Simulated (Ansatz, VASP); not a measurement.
# HfO2 in VASP and in Ansatz

File POSCAR:

```
HfO2
1.0
    0.0000000000      2.6050577889      2.6050577889
    2.6050577889      0.0000000000      2.6050577889
    2.6050577889      2.6050577889      0.0000000000
Hf O
1 2
Direct
    0.0000000000      0.0000000000      0.0000000000
    0.2500000000      0.2500000000      0.2500000000
    0.7500000000      0.7500000000      0.7500000000
```

Contents of INCAR.step1:

```
PREC = Accurate ; ENCUT = 520
EDIFF = 1E-5 ; ISMEAR = 0
SIGMA = 0.01 ; LREAL = False
LASPH = True ; NELM = 80
ALGO = Normal ; ISIF = 2
LWAVE = True ; LCHARG = False
GGA = PE ; NBANDS = 18
```

The input INCAR.step2:

```
PREC = Accurate ; ENCUT = 520
EDIFF = 1E-6 ; ISMEAR = 0
SIGMA = 0.01 ; LREAL = False
LASPH = True ; NELM = 80
ALGO = Normal ; ISIF = 2
LWAVE = False ; LCHARG = False
GGA = PE ; LHFCALC = True
HFSCREEN = 0.2079 ; PRECFOCK = Normal
ISTART = 1 ; NBANDS = 18
```

File KPOINTS:

```
Automatic mesh
0
Gamma
  6 6 6
```

Input for Ansatz:

```yaml
crystal:
  lattice:
    - [0.0, 2.6050577889, 2.6050577889]
    - [2.6050577889, 0.0, 2.6050577889]
    - [2.6050577889, 2.6050577889, 0.0]
  atoms:
    - { symbol: Hf, position: [0.0, 0.0, 0.0] }
    - { symbol: O, position: [0.25, 0.25, 0.25] }
    - { symbol: O, position: [0.75, 0.75, 0.75] }
kpoints:
  mp_grid: { grid: [6, 6, 6] }
  band_path:
    path:
      - [0.0, 0.0, 0.0]
      - [0.5, 0.0, 0.5]
      - [0.625, 0.25, 0.625]
      - [0.375, 0.375, 0.75]
      - [0.5, 0.5, 0.5]
      - [0.5, 0.25, 0.75]
      - [0.0, 0.5, 0.5]
    npoints: 1
hamiltonian:
  xc: hse06
scf:
  occupations: { method: fixed }
  n_extra_bands: 4
output:
  forces: true
  stress: true
  eigenvalues: true
```

Change from the starting cell: hydrostatic strain +3.0%.

Alike in both runs: task single point; functional HSE06; k mesh 6 × 6 × 6; no spin polarisation.

```csv
,VASP,Ansatz
version,VASP 6.6.1,Ansatz 0.2.0
potentials or method,"VASP PAW PBE potentials, release 64 (Hf_pv, O)","plane waves, PAW"
plane-wave cutoff (eV),520,420
occupations,"gaussian, width 0.01 eV",fixed
valence electrons in the cell,22,38
```

VASP gave:

| Property | Result |
| --- | --- |
| gap on the k mesh at the Fermi level (eV) | 5.08 |
| pressure (GPa) | -24.1 |

Question: Estimate Ansatz's values.

Answer: gap on the k mesh at the Fermi level (eV): 5.15; pressure (GPa): -20.2.

VASP's potentials hold 22 valence electrons a cell and Ansatz's 38, so a difference there can come from the potentials and not from the codes. Ansatz's warnings: stress exchange threshold loose, stress scf threshold loose.

Spin-orbit coupling is off throughout.
